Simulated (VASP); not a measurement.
A run of VASP 6.6.1:

INCAR

```
SYSTEM = TiAl3
PREC = Accurate
ENCUT = 520
EDIFF = 1E-6
ISMEAR = 0
SIGMA = 0.1
LREAL = .False.
LASPH = .True.
NELM = 60
ALGO = Normal
ISIF = 2
LWAVE = .False.
LCHARG = .False.
GGA = PE
NBANDS = 18
```

Contents of KPOINTS:

```
Automatic mesh
0
Gamma
  12 12 12
  0 0 0
```

Contents of POSCAR:

```
TiAl3
1.0
    0.0000000000      3.1974181524      3.1974181524
    3.1974181524      0.0000000000      3.1974181524
    3.1974181524      3.1974181524      0.0000000000
Ti Al
1 3
Direct
    0.5000000000      0.5000000000      0.5000000000
    0.0000000000      0.0000000000      0.0000000000
    0.2500000000      0.2500000000      0.2500000000
    0.7500000000      0.7500000000      0.7500000000
```

Potentials or basis: VASP PAW PBE potentials, release 64 (Ti_sv, Al).

Command:

```console
$ cat potpaw_PBE.64/Ti_sv/POTCAR potpaw_PBE.64/Al/POTCAR > POTCAR
$ mpirun -np 1 vasp_std > vasp.out
```

Hardware: 1 thread of Intel Xeon 8259CL (shared host).

Q: Estimate the wall time of this run.

A: It took 2.4 min on 1 thread of Intel Xeon 8259CL, with other jobs on the host, peak memory 0.25 GiB. Counts: scf iterations 15, k points 72.
